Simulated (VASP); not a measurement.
Pb:

```xyz
1
Lattice="-1.9797 1.9797 1.9797 1.9797 -1.9797 1.9797 1.9797 1.9797 -1.9797" Properties=species:S:1:pos:R:3 pbc="T T T"
Pb    0.0000    0.0000    0.0000
```

This isn't the form of Pb at room conditions, which is fcc.

Base run:

- Program: VASP 6.6.1
- Functional: PBEsol
- Potentials or basis: VASP PAW PBE potentials, release 64 (Pb_d)
- Cutoff: 500 eV
- k mesh: 9 × 9 × 9
- Occupations: methfessel-paxton, width 0.15 eV
- Spin: no spin polarisation

Its results: band gap on the k mesh zero (bands 7 and 8 overlap by 9.44 eV); pressure -2.1 GPa.

Task: The run is repeated on the same cell with these changes: functional from PBEsol to LDA; potentials or basis from VASP PAW PBE potentials, release 64 (Pb_d) to VASP PAW LDA potentials, release 64 (Pb_d). What comes out?

Result: Band gap on the k mesh zero (bands 7 and 8 overlap by 9.35 eV); pressure -3.4 GPa.

Caveats: spin-orbit coupling is left out, which moves the levels of the heavy elements; the PAW data sets were made with another functional, which shifts forces and pressure a little (at least some runs); the cell stands under tension (at least some runs).
